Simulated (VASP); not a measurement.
# Si36C35 (a cell with a defect) in VASP: a series of runs, part 3 of 3

VASP 6.6.1.

## (4) Single point, PBE, collinear spin

File INCAR:

```
SYSTEM = Si36C35
ALGO     = Normal         ! electronic algorithm
EDIFF    = 1E-6           ! SCF threshold, eV
ENCUT    = 520            ! plane-wave cutoff, eV
GGA      = PE             ! functional
ISIF     = 2              ! what is computed and relaxed
ISMEAR   = 0              ! smearing method
ISPIN    = 2              ! spin polarisation
LASPH    = .TRUE.         ! aspherical terms in the spheres
LCHARG   = .TRUE.         ! write CHGCAR
LELF     = .TRUE.         ! ELF
LORBIT   = 11             ! projections on sites
LREAL    = Auto         
LVHAR    = .TRUE.       
LWAVE    = .FALSE.        ! write WAVECAR
MAGMOM   = 0.25 0 0 0 0 0 0 0 0 0 0 0 0 0 0 0 0 0 0.25 0 0.25 0 0 0 0 0 0 0 0 0 0.25 0 0 0 0 0 0 0 0 0 0 0 0 0 0 0 0 0 0 0 0 0 0 0 0 0 0 0 0 0 0 0 0 0 0 0 0 0 0 0 0 ! initial moments
NBANDS   = 187            ! bands
NELECT   = 283.0        
NELM     = 150            ! most SCF steps
PREC     = Accurate       ! precision mode
SIGMA    = 0.01           ! smearing width, eV
```

File KPOINTS:

```
k-points
0
G
  1 1 1
  0 0 0
```

File POSCAR:

```
Si36C35
1.0
    4.6379047741     -8.0330867095      0.0000000000
   -9.2758095483      0.0000000000      0.0000000000
    0.0000000000      0.0000000000    -10.1485845858
Si C
36 35
Direct
    0.4444444444      0.5555555556      0.2594549448
    0.4444444444      0.5555555556      0.7491711910
    0.1116400252      0.5556950938      0.2524269575
    0.1106084409      0.5564891097      0.7496087595
    0.7773884020      0.5556950938      0.2524269575
    0.7792140021      0.5564891097      0.7496087595
    0.4443049062      0.2226115980      0.2524269575
    0.4435108903      0.2207859979      0.7496087595
    0.1116400252      0.2226115980      0.2524269575
    0.1106084409      0.2207859979      0.7496087595
    0.7777777778      0.2222222222      0.2514514090
    0.7777777778      0.2222222222      0.7493416665
    0.4443049062      0.8883599748      0.2524269575
    0.4435108903      0.8893915591      0.7496087595
    0.1111111111      0.8888888889      0.2511495227
    0.1111111111      0.8888888889      0.7500596883
    0.7773884020      0.8883599748      0.2524269575
    0.7792140021      0.8893915591      0.7496087595
    0.5575756353      0.4424243647     -0.0050087460
    0.5559974620      0.4440025380      0.5026092067
    0.2181820627      0.4424243647     -0.0050087460
    0.2213384093      0.4440025380      0.5026092067
    0.8878880043      0.4424426753     -0.0010614740
    0.8889131772      0.4444930210      0.5004960951
    0.5575573247      0.1121119957     -0.0010614740
    0.5555069790      0.1110868228      0.5004960951
    0.2217480624      0.1101627915     -0.0003175831
    0.2220530782      0.1107728230      0.5008464745
    0.8878880043      0.1121119957     -0.0010614740
    0.8889131772      0.1110868228      0.5004960951
    0.5575756353      0.7818179373     -0.0050087460
    0.5559974620      0.7786615907      0.5026092067
    0.2217480624      0.7782519376     -0.0003175831
    0.2220530782      0.7779469218      0.5008464745
    0.8898372085      0.7782519376     -0.0003175831
    0.8892271770      0.7779469218      0.5008464745
    0.4444444444      0.5555555556      0.5624428456
    0.1141793795      0.5568008793      0.0627961635
    0.1108152349      0.5558649594      0.5619779501
    0.7759548331      0.5568008793      0.0627961635
    0.7783830578      0.5558649594      0.5619779501
    0.4431991207      0.2240451669      0.0627961635
    0.4441350406      0.2216169422      0.5619779501
    0.1141793795      0.2240451669      0.0627961635
    0.1108152349      0.2216169422      0.5619779501
    0.7777777778      0.2222222222      0.0622064725
    0.7777777778      0.2222222222      0.5612076973
    0.4431991207      0.8858206205      0.0627961635
    0.4441350406      0.8891847651      0.5619779501
    0.1111111111      0.8888888889      0.0619964384
    0.1111111111      0.8888888889      0.5618164042
    0.7759548331      0.8858206205      0.0627961635
    0.7783830578      0.8891847651      0.5619779501
    0.5563355895      0.4436644105      0.3144137137
    0.5558342560      0.4441657440      0.8099708126
    0.2206621542      0.4436644105      0.3144137137
    0.2216648214      0.4441657440      0.8099708126
    0.8890013217      0.4446693100      0.3114901261
    0.8887854643      0.4442375953      0.8116213829
    0.5553306900      0.1109986783      0.3114901261
    0.5557624047      0.1112145357      0.8116213829
    0.2221892220      0.1110451108      0.3119101682
    0.2221373909      0.1109414484      0.8118804512
    0.8890013217      0.1109986783      0.3114901261
    0.8887854643      0.1112145357      0.8116213829
    0.5563355895      0.7793378458      0.3144137137
    0.5558342560      0.7783351786      0.8099708126
    0.2221892220      0.7778107780      0.3119101682
    0.2221373909      0.7778626091      0.8118804512
    0.8889548892      0.7778107780      0.3119101682
    0.8890585516      0.7778626091      0.8118804512
```

On the command line:

```sh
cat potpaw_PBE.64/Si/POTCAR potpaw_PBE.64/C/POTCAR > POTCAR
mpirun -np 1 vasp_gam > vasp.out
```

It took 9.4 min on 1 thread of Intel Xeon Platinum 8488C (Sapphire Rapids), shared host; peak memory 1.1 GiB.

The run converged. Its results:

- Free energy: -529.9484 eV
- Largest force: 0.030 eV/Å
- Net moment: 1.00 μB per cell
- Site moments: Si +0.20, +0.00, +0.01, -0.00; C +0.00, -0.00, +0.02, +0.01 μB
- Valence electrons inside the program's atomic spheres: Si 1.66, 1.65, 1.62, 1.64; C 2.55, 2.51, 2.54

Forces in eV/Å, atoms in the order of the input:
```
Si   0.000  0.000 -0.030
Si   0.000  0.000  0.010
Si   0.002  0.008 -0.005
Si   0.001 -0.002 -0.005
Si   0.008 -0.002 -0.005
Si  -0.001  0.002 -0.005
Si   0.006 -0.006 -0.005
Si  -0.002  0.000 -0.005
Si  -0.002  0.008 -0.005
Si  -0.001 -0.002 -0.005
Si   0.000  0.000  0.009
Si   0.000  0.000 -0.001
Si  -0.006 -0.006 -0.005
Si   0.002  0.000 -0.005
Si   0.000  0.000  0.005
Si   0.000  0.000 -0.004
Si  -0.008 -0.002 -0.005
Si   0.001  0.002 -0.005
Si   0.015 -0.008  0.005
Si  -0.007  0.004  0.017
Si   0.000  0.017  0.005
Si   0.000 -0.008  0.017
Si  -0.001 -0.001 -0.013
Si   0.002  0.001  0.012
Si   0.000  0.002 -0.013
Si   0.000 -0.002  0.012
Si   0.002  0.001 -0.012
Si  -0.001 -0.001  0.011
Si   0.001 -0.001 -0.013
Si  -0.002  0.001  0.012
Si  -0.015 -0.008  0.005
Si   0.007  0.004  0.017
Si  -0.002  0.001 -0.012
Si   0.001 -0.001  0.011
Si   0.000 -0.002 -0.012
Si   0.000  0.002  0.011
C    0.000  0.000 -0.007
C    0.000 -0.002  0.002
C    0.000 -0.002 -0.001
C   -0.002  0.001  0.002
C   -0.002  0.001 -0.001
C   -0.001  0.001  0.002
C   -0.002  0.002 -0.001
C    0.000 -0.002  0.002
C    0.000 -0.002 -0.001
C    0.000  0.000 -0.008
C    0.000  0.000 -0.007
C    0.001  0.001  0.002
C    0.002  0.002 -0.001
C    0.000  0.000  0.005
C    0.000  0.000 -0.002
C    0.002  0.001  0.002
C    0.002  0.001 -0.001
C   -0.007  0.004  0.000
C   -0.003  0.002  0.005
C    0.000 -0.008  0.000
C    0.000 -0.004  0.005
C   -0.003 -0.002  0.000
C    0.004  0.002  0.010
C    0.000  0.004  0.000
C    0.000 -0.004  0.010
C   -0.001  0.000 -0.009
C   -0.002 -0.001  0.004
C    0.003 -0.002  0.000
C   -0.004  0.002  0.010
C    0.007  0.004  0.000
C    0.003  0.002  0.005
C    0.001  0.000 -0.009
C    0.002 -0.001  0.004
C    0.000  0.001 -0.009
C    0.000  0.002  0.004
```

Levels at points of the mesh, in eV from the Fermi level:
Spin up:
| k point | band 138 | band 139 | band 140 | band 141 | band 142 | band 143 | band 144 | band 145 | band 146 | band 147 |
| --- | --- | --- | --- | --- | --- | --- | --- | --- | --- | --- |
| (0.00, 0.00, 0.00) | -2.25 | -1.85 | -1.64 | -1.64 | -0.09 | 0.56 | 0.56 | 1.13 | 1.13 | 1.74 |
Spin down:
```tsv
k point	band 137	band 138	band 139	band 140	band 141	band 142	band 143	band 144	band 145	band 146
(0.00, 0.00, 0.00)	-2.24	-2.24	-1.78	-1.63	-1.63	0.58	0.62	0.62	1.21	1.21
```

Caveat: the k points lie up to 0.78 Å⁻¹ apart; the cell carries a net charge on a neutralising background, which shifts energy and pressure; the cell is charged against a uniform background, so pressure and absolute levels hang on convention.
